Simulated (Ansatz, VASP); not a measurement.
**One calculation of Ga3P, two programs**

The input INCAR:

```
ALGO = Normal
EDIFF = 1E-7
EDIFFG = -0.01
ENCUT = 600
GGA = PE
IBRION = 2
ISIF = 3
ISMEAR = 0
LASPH = True
LCHARG = False
LREAL = False
LWAVE = False
NELM = 100
NSW = 100
PREC = Accurate
SIGMA = 0.1
```

The input KPOINTS:

```
k-points
0
Gamma
  12 12 12
```

Contents of POSCAR:

```
Ga3P
1.0
    4.1403119088      0.0000000000      0.0000000000
    0.0000000000      4.1403119088      0.0000000000
    0.0000000000      0.0000000000      4.1403119088
Ga P
3 1
Direct
    0.0000000000      0.5000000000      0.5000000000
    0.5000000000      0.0000000000      0.5000000000
    0.5000000000      0.5000000000      0.0000000000
    0.0000000000      0.0000000000      0.0000000000
```

Input for Ansatz:

```yaml
crystal:
  lattice:
    - [4.1403119088, 0.0, 0.0]
    - [0.0, 4.1403119088, 0.0]
    - [0.0, 0.0, 4.1403119088]
  atoms:
    - { symbol: Ga, position: [0.0, 0.5, 0.5] }
    - { symbol: Ga, position: [0.5, 0.0, 0.5] }
    - { symbol: Ga, position: [0.5, 0.5, 0.0] }
    - { symbol: P, position: [0.0, 0.0, 0.0] }
basis:
  ecutwfc: 420
kpoints:
  mp_grid: { grid: [12, 12, 12] }
hamiltonian:
  xc: pbe
scf:
  occupations: { method: gaussian, width: 0.1 }
output:
  forces: true
  stress: true
  eigenvalues: true
relax:
  adjacent_minimum: "off"
  f_tol: 0.01
  max_steps: 80
  cell: { stress_tol: 0.05 }
```

Alike in both runs: task relaxation of cell and atoms; functional PBE; k mesh 12 × 12 × 12; occupations gaussian, width 0.1 eV; no spin polarisation.

|  | VASP | Ansatz |
| --- | --- | --- |
| version | VASP 6.6.1 | Ansatz 0.2.0 |
| potentials or method | VASP PAW PBE potentials, release 64 (Ga_d, P), cutoff 600 eV | scalar-relativistic, plane waves, PAW |
| valence electrons in the cell | 44 | 44 |

VASP gave:

```
gap on the k mesh at the Fermi level, each at its own relaxed structure (eV) : none
relaxed volume (Å³/atom)                                                     : 18.41
relaxed cell length with the largest relative difference (Å)                 : 4.191
```

Q: Which values does Ansatz return?

A: gap on the k mesh at the Fermi level, each at its own relaxed structure (eV): none; relaxed volume (Å³/atom): 18.38; relaxed cell length with the largest relative difference (Å): 4.189.

A gap of «none» marks a metal or a gap that the smearing closes.
